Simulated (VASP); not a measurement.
# Ag: electric field gradients with LDA

Crystal: Ag.

```
Ag
1.0
     2.91033    0.00000    0.00000
    -1.45517    2.52042    0.00000
     0.00000    0.00000    4.75785
Ag
2
Direct
  0.33333 0.66667 0.25000
  0.66667 0.33333 0.75000
```

This cell differs from its parent crystal: volume scaled by 0.98.

```yaml
Program: VASP 6.6.1
Task: electric field gradients
Functional: LDA
Potentials_or_basis: VASP PAW LDA potentials, release 64 (Ag)
Cutoff: 520 eV
k_mesh: 14 × 14 × 8
Occupations: fermi-dirac, width 0.05 eV
Spin: no spin polarisation
Dipole_correction: no
Further_INCAR_settings: ALGO = Normal; EDIFF = 1e-08; NBANDS = 18
```

The pressure is -8.9 GPa and the band gap on the k mesh is zero (band 11 reaches 11.43 eV, above the bottom of band 12 at 4.48 eV).

Stress tensor (GPa, compression positive):
```
-8.75  0.00  0.00
 0.00 -8.75  0.00
 0.00  0.00 -9.11
```

Levels at points of the mesh, in eV from the Fermi level:
| k point | band 8 | band 9 | band 10 | band 11 | band 12 | band 13 | band 14 | band 15 |
| --- | --- | --- | --- | --- | --- | --- | --- | --- |
| (0.00, 0.00, 0.00) | -3.97 | -3.97 | -2.98 | -2.98 | -0.33 | 3.47 | 15.67 | 17.50 |
| (0.50, 0.00, 0.00) | -2.85 | -2.80 | -2.72 | 0.15 | 1.52 | 6.75 | 7.05 | 9.14 |
| (0.00, 0.00, 0.50) | -4.41 | -3.29 | -3.29 | -3.29 | -3.29 | 10.97 | 10.97 | 16.00 |
| (0.50, 0.00, 0.50) | -3.03 | -2.77 | -2.77 | 0.80 | 0.80 | 4.47 | 4.47 | 13.39 |

Electric field gradients, principal values (V/Å²):
```
atom   least  middle  greatest (by size)
1 Ag  -2.003  -2.005               4.008
2 Ag  -2.003  -2.005               4.008
```

Wall time 34 s on 1 thread of AMD EPYC 9R45 96-Core Processor (Zen 5) (shared host), peak memory 0.15 GiB.

Caveat: without QUAD_EFG the Cq values of the log hold for a quadrupole moment of 1 mb, not for the nuclei.
